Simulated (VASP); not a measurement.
Write the native input for VASP 6.6.1 that does the following.

- Task: single point
- Functional: PBE
- Potentials or basis: VASP PAW PBE potentials, release 64 (Co)
- Cutoff: 520 eV
- k mesh: 21 × 21 × 12
- Occupations: gaussian, width 0.15 eV
- Spin: collinear spin, ferromagnetic start
- Starting moments: [1.86, 1.86] μB
- Dipole correction: no
- Further INCAR settings: ALGO = Normal; EDIFF = 1e-06; NBANDS = 20

The structure of Co lies in POSCAR:

```
Co
1.0
    2.6181000000      0.0000000000      0.0000000000
   -1.3090500000      2.2673411096      0.0000000000
    0.0000000000      0.0000000000      4.2339000000
Co
2
Direct
    0.3333333333      0.6666666667      0.2500000000
    0.6666666667      0.3333333333      0.7500000000
```

The input as run:

INCAR

```
SYSTEM = Co
ALGO = Normal
EDIFF = 1E-6
ENCUT = 520
GGA = PE
ISIF = 2
ISMEAR = 0
ISPIN = 2
LASPH = .TRUE.
LCHARG = .FALSE.
LMAXMIX = 4
LORBIT = 11
LREAL = .FALSE.
LWAVE = .FALSE.
MAGMOM = 1.86 1.86
NBANDS = 20
NELM = 150
PREC = Accurate
SIGMA = 0.15
```

KPOINTS

```
k-points
0
G
  21 21 12
  0 0 0
```

Potentials or basis: VASP PAW PBE potentials, release 64 (Co).

Command:

```sh
$ cat potpaw_PBE.64/Co/POTCAR > POTCAR
$ mpirun -np 1 vasp_std > vasp.out
```

Results of the run:

```yaml
Pressure: -22.1 GPa
Net_moment: 3.40 μB per cell
Site_moments: Co +1.75 μB
Valence_electrons_inside_the_program's_atomic_spheres: Co 8.02
```

Caveat: the cell stands under tension.

It took 110 s on 1 thread of Intel(R) Xeon(R) 6975P-C (Granite Rapids), with other jobs on the host, peak memory 0.33 GiB.
